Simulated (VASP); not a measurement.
Wanted: the native input for a VASP 6.6.1 run.

- Task: single point
- Functional: PBE
- Potentials or basis: VASP PAW PBE potentials, release 64 (Mg, Se)
- Cutoff: 600 eV
- k mesh: 6 × 6 × 6
- Occupations: gaussian, width 0.01 eV
- Spin: no spin polarisation
- Dipole correction: no
- Further INCAR settings: ALGO = Normal; EDIFF = 1e-06; NBANDS = 11

The structure of MgSe lies in POSCAR:

```
MgSe
1.0
    0.0000000000      2.7817474712      2.7817474712
    2.7817474712      0.0000000000      2.7817474712
    2.7817474712      2.7817474712      0.0000000000
Mg Se
1 1
Direct
    0.0000000000      0.0000000000      0.0000000000
    0.5000000000      0.5000000000      0.5000000000
```

This cell differs from its parent crystal: volume changed by +3%.

These files were run (other wordings do the same):

INCAR

```
ALGO = Normal
EDIFF = 1E-6
ENCUT = 600
GGA = PE
GGA_COMPAT = F
ISIF = 2
ISMEAR = 0
LASPH = T
LCHARG = F
LREAL = F
LWAVE = F
NBANDS = 11
NELM = 120
PREC = Accurate
SIGMA = 0.01
```

KPOINTS

```
k-points
0
Gamma
  6 6 6
```

Potentials or basis: VASP PAW PBE potentials, release 64 (Mg, Se).

The run is started by

```console
$ cat potpaw_PBE.64/Mg/POTCAR potpaw_PBE.64/Se/POTCAR > POTCAR
$ mpirun -np 1 vasp_std > vasp.out
```

Results of the run:

```
Pressure               : -1.8 GPa
Band gap on the k mesh : 1.69 eV, indirect (least direct gap 2.20 eV)
```

Wall time 26 s on 1 thread of Intel Xeon 8259CL (shared host), peak memory 0.17 GiB.
